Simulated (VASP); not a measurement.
## K6NaMg8F24 (a cell with a defect): single point with PBEsol

K6NaMg8F24 (a cell with a defect):

```
K Na Mg F
1.0
     7.98254    0.00000    0.00000
     0.00000    7.98254    0.00000
     0.00000    0.00000    7.98254
K Na Mg F
6 1 8 24
Direct
  0.00000 0.99924 0.49995
  0.99984 0.49902 0.99983
  0.00002 0.49920 0.49965
  0.50003 0.99902 0.99961
  0.50008 0.99909 0.49966
  0.49982 0.49908 0.99998
  0.50076 0.49921 0.49938
  0.24785 0.24692 0.24780
  0.24813 0.24713 0.75189
  0.24785 0.75140 0.24780
  0.24781 0.75093 0.75173
  0.75217 0.24718 0.24774
  0.75206 0.24681 0.75172
  0.75199 0.75129 0.24749
  0.75198 0.75106 0.75180
  0.25722 0.25615 0.99977
  0.25421 0.25341 0.49978
  0.25699 0.74228 0.99978
  0.25371 0.74485 0.49984
  0.74339 0.25640 0.99978
  0.74625 0.25322 0.49964
  0.74207 0.74159 0.99967
  0.74623 0.74527 0.49965
  0.99996 0.25634 0.25728
  0.00005 0.25585 0.74252
  0.99993 0.74235 0.25731
  0.99997 0.74162 0.74234
  0.50006 0.25339 0.25334
  0.50020 0.25258 0.74603
  0.49984 0.74501 0.25392
  0.49978 0.74513 0.74565
  0.25778 0.99909 0.25769
  0.25708 0.99903 0.74260
  0.25318 0.49920 0.25299
  0.25347 0.49897 0.74649
  0.74271 0.99921 0.25682
  0.74277 0.99903 0.74228
  0.74636 0.49929 0.25363
  0.74622 0.49894 0.74595
```

* Program: VASP 6.6.1
* Task: single point
* Functional: PBEsol
* Potentials or basis: VASP PAW PBE potentials, release 64 (K_sv, Na_pv, Mg, F)
* Cutoff: 520 eV
* k mesh: 1 × 1 × 1, shifted
* Occupations: fermi-dirac, width 0.05 eV
* Spin: collinear spin

| Property | Result |
| --- | --- |
| Largest force | 0.026 eV/Å |
| Net moment | 1.75 μB per cell |
| Site moments | K -0.00; Na -0.00; Mg -0.00; F +0.06, +0.07 (each value once) μB |
| Valence electrons inside the program's atomic spheres | K 7.55, 7.56 (each value once); Na 5.98; Mg 0.36; F 6.09, 6.10 (each value once) |

Forces on the atoms (eV/Å):
```
K   -0.001 -0.006 -0.002
K    0.002 -0.001 -0.001
K    0.000 -0.005  0.000
K   -0.001  0.000  0.001
K    0.001 -0.003  0.001
K    0.001 -0.005 -0.003
Na   0.000  0.001 -0.001
Mg   0.016  0.021  0.004
Mg   0.001 -0.001 -0.010
Mg   0.006 -0.016  0.006
Mg   0.007  0.002  0.001
Mg  -0.011  0.007  0.003
Mg   0.000  0.018 -0.002
Mg  -0.007 -0.006  0.015
Mg  -0.009 -0.008 -0.013
F    0.002 -0.004  0.004
F    0.001  0.003 -0.001
F    0.002 -0.002  0.000
F    0.008 -0.002 -0.004
F   -0.008 -0.002 -0.003
F   -0.009  0.004  0.006
F    0.005  0.006  0.005
F   -0.010 -0.005  0.006
F    0.004 -0.006  0.001
F    0.002  0.004 -0.005
F   -0.002 -0.001 -0.008
F   -0.004  0.002  0.002
F   -0.005  0.004  0.008
F   -0.006  0.014 -0.002
F    0.005 -0.004  0.004
F    0.012 -0.006 -0.004
F   -0.005  0.002 -0.005
F    0.003 -0.001 -0.005
F    0.009 -0.003  0.010
F    0.010  0.003 -0.007
F   -0.003 -0.002  0.000
F   -0.003 -0.004  0.001
F   -0.007 -0.002  0.004
F   -0.007  0.005 -0.006
```

Levels at points of the mesh, in eV from the Fermi level:
Spin up:
```
           k point  band 119  band 120  band 121  band 122  band 123  band 124  band 125  band 126  band 127  band 128
(0.25, 0.25, 0.25)     -0.22     -0.21     -0.19     -0.19     -0.17      7.88      9.09      9.58      9.58     10.19
```
Spin down:
```tsv
k point	band 120	band 121	band 122	band 123	band 124	band 125	band 126	band 127
(0.25, 0.25, 0.25)	-0.06	-0.03	-0.03	0.00	7.90	9.12	9.60	9.60
```

Run time: 6.3 min on 1 thread of Intel(R) Xeon(R) Platinum 8559C (Emerald Rapids), with other jobs on the host, peak memory 0.71 GiB.

Caveat: the cell carries a net charge on a neutralising background, which shifts energy and pressure; the cell is charged against a uniform background, so pressure and absolute levels hang on convention; a moment this small can come from the mesh or the smearing; the PAW data sets were made with another functional, which shifts forces and pressure a little.
